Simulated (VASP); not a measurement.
# PtRhC4N4 (P-43m) in VASP: single point with PBE

Aim: the single point of PtRhC4N4 with PBE.

Program: VASP 6.6.1. These are calculated values, not measurements. Logs are shortened: lines on timing, memory, paths and dates and some standing lists are left out, and cuts for length are marked.

### 1 The cell of the first run

The structure is cubic, space group P-43m (No. 215). Conventional cell: a = 5.883 Å, b = 5.883 Å, c = 5.883 Å, α = 90.00°, β = 90.00°, γ = 90.00°. Rh (site symmetry -43m) has 4 N at 2.01 Å within 2.7 Å. Pt (site symmetry -43m) has 4 C at 1.92 Å within 2.5 Å. C (site symmetry 3m) has 1 N at 1.17 Å within 1.6 Å. Within 1.6 Å of N (site symmetry 3m) lie 1 C at 1.17 Å.

### 2 Single point, PBE, collinear spin, ferromagnetic start

INCAR

```
SYSTEM = PtRhC4N4
ALGO = Normal ; EDIFF = 1E-6
ENCUT = 700 ; GGA = PE
GGA_COMPAT = .FALSE. ; ISIF = 2
ISMEAR = 0 ; ISPIN = 2
LASPH = .TRUE. ; LCHARG = .FALSE.
LMAXMIX = 4 ; LORBIT = 11
LREAL = .FALSE. ; LWAVE = .FALSE.
MAGMOM = 1 0 0 0 0 0 0 0 0 0 ; NBANDS = 50
NELM = 200 ; PREC = Accurate
SIGMA = 0.1
```

KPOINTS

```
k-points
0
G
  4 4 4
  0 0 0
```

POSCAR

```
PtRhC4N4
1.0
    5.8826218900      0.0000000000      0.0000000000
    0.0000000000      5.8826218900      0.0000000000
    0.0000000000      0.0000000000      5.8826218900
Rh Pt C N
1 1 4 4
Direct
    0.5000000000      0.5000000000      0.5000000000
    0.0000000000      0.0000000000      0.0000000000
    0.1881440800      0.1881440800      0.1881440800
    0.1881440800      0.8118559200      0.8118559200
    0.8118559200      0.1881440800      0.8118559200
    0.8118559200      0.8118559200      0.1881440800
    0.3029738000      0.3029738000      0.3029738000
    0.3029738000      0.6970262000      0.6970262000
    0.6970262000      0.3029738000      0.6970262000
    0.6970262000      0.6970262000      0.3029738000
```

Potentials or basis: VASP PAW PBE potentials, release 64 (Rh_sv_GW, Pt_sv_GW, C, N).

On the command line:

```console
$ cat potpaw_PBE.64/Rh_sv_GW/POTCAR potpaw_PBE.64/Pt_sv_GW/POTCAR potpaw_PBE.64/C/POTCAR potpaw_PBE.64/N/POTCAR > POTCAR
$ mpirun -np 1 vasp_std > vasp.out
```

OUTCAR:

```text
SYSTEM = PtRhC4N4
   EDIFF = 1E-6
   ENCUT = 700
   GGA = PE
   ISIF = 2
   ISMEAR = 0
   ISPIN = 2
   LASPH = .TRUE.
   LORBIT = 11
   LREAL = .FALSE.
   NELM = 200
   PREC = Accurate

 ion  position               nearest neighbor table
   1  0.500  0.500  0.500-   7 2.01   8 2.01   9 2.01  10 2.01
   2  0.000  0.000  0.000-   3 1.92   4 1.92   5 1.92   6 1.92
   3  0.188  0.188  0.188-   7 1.17   2 1.92
   4  0.188  0.812  0.812-   8 1.17   2 1.92
   5  0.812  0.188  0.812-   9 1.17   2 1.92
   6  0.812  0.812  0.188-  10 1.17   2 1.92
   7  0.303  0.303  0.303-   3 1.17   1 2.01
   8  0.303  0.697  0.697-   4 1.17   1 2.01
   9  0.697  0.303  0.697-   5 1.17   1 2.01
  10  0.697  0.697  0.303-   6 1.17   1 2.01

  LATTYP: Found a simple cubic cell.
 ALAT       =     5.8826218900

  Lattice vectors:

 A1 = (   5.8826218900,   0.0000000000,   0.0000000000)
 A2 = (   0.0000000000,   5.8826218900,   0.0000000000)
 A3 = (   0.0000000000,   0.0000000000,   5.8826218900)

Analysis of symmetry for initial positions (statically):
=====================================================================
 Subroutine PRICEL returns:
 Original cell was already a primitive cell.

 Routine SETGRP: Setting up the symmetry group for a
 simple cubic supercell.

 Subroutine GETGRP returns: Found 24 space group operations
 (whereof 24 operations were pure point group operations)
 out of a pool of 48 trial point group operations.

The static configuration has the point symmetry T_d .

Analysis of symmetry for dynamics (positions and initial velocities):
=====================================================================
 Subroutine PRICEL returns:
 Original cell was already a primitive cell.

 Routine SETGRP: Setting up the symmetry group for a
 simple cubic supercell.

 Subroutine GETGRP returns: Found 24 space group operations
 (whereof 24 operations were pure point group operations)
[... 160 lines left out ...]
  ext. energy  EPLUGINS =         0.00000000
  ---------------------------------------------------
  free energy    TOTEN  =       -74.85025313 eV

  energy without entropy =      -74.81146339  energy(sigma->0) =      -74.83085826

 E-fermi :  -0.3290     XC(G=0):  -7.5708

 val. band max:       -0.3617671751   @ k =   0.2500   0.2500   0.2500
 cond. band min:      -0.3061044767   @ k =   0.2500   0.2500   0.0000
 fundamental gap:      0.0556626984
 Fermi energy:        -0.3290203951

 spin component 1

 k-point     1 :       0.0000    0.0000    0.0000
  band No.  band energies     occupation
      1     -99.9634      1.00000
      2     -79.9515      1.00000
      3     -54.0652      1.00000
      4     -54.0652      1.00000
      5     -54.0652      1.00000
      6     -47.8373      1.00000
[... 489 lines left out ...]
     46       5.3901      0.00000
     47       6.7573      0.00000
 Fermi energy:        -0.3290203951

 spin component 2

 k-point     1 :       0.0000    0.0000    0.0000
  band No.  band energies     occupation
      1    -100.1078      1.00000
      2     -78.8846      1.00000
      3     -54.2394      1.00000
      4     -54.2394      1.00000
      5     -54.2394      1.00000
      6     -46.7291      1.00000
[... 489 lines left out ...]
     46       5.4212      0.00000
     47       7.0728      0.00000
 [bands above 47 left out]

------------------------ aborting loop because EDIFF is reached ----------------------------------------

  FORCE on cell =-STRESS in cart. coord.  units (eV):
  Direction    XX          YY          ZZ          XY          YZ          ZX
  --------------------------------------------------------------------------------------
  -------------------------------------------------------------------------------------
  Total        5.3566361      5.3566361      5.3566361     -0.0000000      0.0000000      0.0000000
  in kB       42.1589634     42.1589634     42.1589634     -0.0000000      0.0000000      0.0000000
  external PRESSURE =      42.1589634 kB  Pullay stress =       0.0000000 kB

 VOLUME and BASIS-vectors are now :
 -----------------------------------------------------------------------------
  energy-cutoff  :      700.00
  volume of cell :      203.57
      direct lattice vectors                 reciprocal lattice vectors
     5.882621890  0.000000000  0.000000000     0.169992228  0.000000000  0.000000000
     0.000000000  5.882621890  0.000000000     0.000000000  0.169992228  0.000000000
     0.000000000  0.000000000  5.882621890     0.000000000  0.000000000  0.169992228

 POSITION                                       TOTAL-FORCE (eV/Angst)
 -----------------------------------------------------------------------------------
      2.94131      2.94131      2.94131         0.000000     -0.000000      0.000000
      0.00000      0.00000      0.00000        -0.000000     -0.000000      0.000000
      1.10678      1.10678      1.10678        -0.396359     -0.396359     -0.396359
      1.10678      4.77584      4.77584        -0.396359      0.396359      0.396359
      4.77584      1.10678      4.77584         0.396359     -0.396359      0.396359
      4.77584      4.77584      1.10678         0.396359      0.396359     -0.396359
      1.78228      1.78228      1.78228         1.319627      1.319627      1.319627
      1.78228      4.10034      4.10034         1.319627     -1.319627     -1.319627
      4.10034      1.78228      4.10034        -1.319627      1.319627     -1.319627
      4.10034      4.10034      1.78228        -1.319627     -1.319627      1.319627
 -----------------------------------------------------------------------------------
    total drift:                               -0.000000     -0.000000      0.000000

  FREE ENERGIE OF THE ION-ELECTRON SYSTEM (eV)
  ---------------------------------------------------
  free  energy   TOTEN  =       -74.8502531273 eV

  energy  without entropy=      -74.8114633867  energy(sigma->0) =      -74.83085826

 total charge

# of ion       s       p       d       f       tot
--------------------------------------------------
    1        2.155   6.241   6.359   0.035  14.789
    2        4.714   6.205   7.339   0.039  18.297
    3        0.952   1.644   0.000   0.000   2.595
    4        0.952   1.644   0.000   0.000   2.595
    5        0.952   1.644   0.000   0.000   2.595
    6        0.952   1.644   0.000   0.000   2.595
    7        1.295   2.571   0.000   0.000   3.866
    8        1.295   2.571   0.000   0.000   3.866
    9        1.295   2.571   0.000   0.000   3.866
   10        1.295   2.571   0.000   0.000   3.866
--------------------------------------------------
tot         15.854  29.303  13.698   0.074  58.929

 magnetization (x)

# of ion       s       p       d       f       tot
--------------------------------------------------
    1        0.004   0.048   1.249   0.001   1.301
    2       -0.006  -0.025  -0.224   0.000  -0.254
    3       -0.002   0.015   0.000   0.000   0.012
    4       -0.002   0.015   0.000   0.000   0.012
    5       -0.002   0.015   0.000   0.000   0.012
    6       -0.002   0.015   0.000   0.000   0.012
    7        0.013  -0.006   0.000   0.000   0.006
    8        0.013  -0.006   0.000   0.000   0.006
    9        0.013  -0.006   0.000   0.000   0.006
   10        0.013  -0.006   0.000   0.000   0.006
--------------------------------------------------
tot          0.040   0.056   1.025   0.001   1.122
```

It took 12 min on 1 thread of Intel Xeon Platinum 8259CL at 2.50GHz (Skylake/Cascade Lake), shared host; peak memory 0.69 GiB.

What came out:

| Item | Value |
| --- | --- |
| Free energy | -74.8503 eV |
| Pressure | 4.2 GPa |
| Largest force | 2.286 eV/Å |
| Net moment | 1.14 μB per cell |
| Site moments | Rh +1.30; Pt -0.25; C +0.01; N +0.01 μB |
| Valence electrons inside the program's atomic spheres | Rh 14.79; Pt 18.30; C 2.60; N 3.87 |

Forces on the atoms (eV/Å):
```
Rh   0.000  0.000  0.000
Pt   0.000  0.000  0.000
C   -0.396 -0.396 -0.396
C   -0.396  0.396  0.396
C    0.396 -0.396  0.396
C    0.396  0.396 -0.396
N    1.320  1.320  1.320
N    1.320 -1.320 -1.320
N   -1.320  1.320 -1.320
N   -1.320 -1.320  1.320
```

Caveat: the cell stands under pressure; spin-orbit coupling is left out, which moves the levels of the heavy elements; forces of over 1 eV/Å act on the atoms, so gaps and moduli don't describe the material at rest.
